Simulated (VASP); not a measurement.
The system is BeS.

```
CELL_PARAMETERS angstrom
0.00000 2.36000 2.36000
2.36000 0.00000 2.36000
2.36000 2.36000 0.00000
ATOMIC_POSITIONS crystal
Be 0.00000 0.00000 0.00000
S 0.25000 0.25000 0.25000
```

| Item | Value |
| --- | --- |
| Program | VASP 6.6.1 |
| Task | relaxation of cell and atoms |
| Functional | PBEsol |
| Potentials or basis | VASP PAW PBE potentials, release 64 (Be, S) |
| Cutoff | 600 eV |
| k mesh | 8 × 8 × 8 |
| Occupations | fermi-dirac, width 0.01 eV |
| Spin | no spin polarisation |

At the start: pressure 8.5 GPa; volume 13.14 Å³/atom.

Q: Where does the relaxation end?

A: Over 3 steps the energy falls by 25.8 meV/atom and the volume is 14.18 Å³/atom (+7.9 %); space group F-43m (No. 216, to 0.1 Å) before and after.

The path:
| step | energy change (eV) | largest force (eV/Å) | pressure (GPa) | volume (Å³) |
| --- | --- | --- | --- | --- |
| 1 | 0.0000 | 0.0000 | 8.49 | 26.29 |
| 2 | -0.0471 | 0.0000 | -2.16 | 29.03 |
| 3 | -0.0517 | 0.0000 | 0.03 | 28.35 |

Final structure:
```yaml
crystal:
  lattice:
    - [0.00000, 2.42028, 2.42028]
    - [2.42028, 0.00000, 2.42028]
    - [2.42028, 2.42028, 0.00000]
  atoms:
    - { symbol: Be, position: [0.00000, 0.00000, 0.00000] }
    - { symbol: S, position: [0.25000, 0.25000, 0.25000] }
```

Caveat: the PAW data sets were made with another functional, which shifts forces and pressure a little.
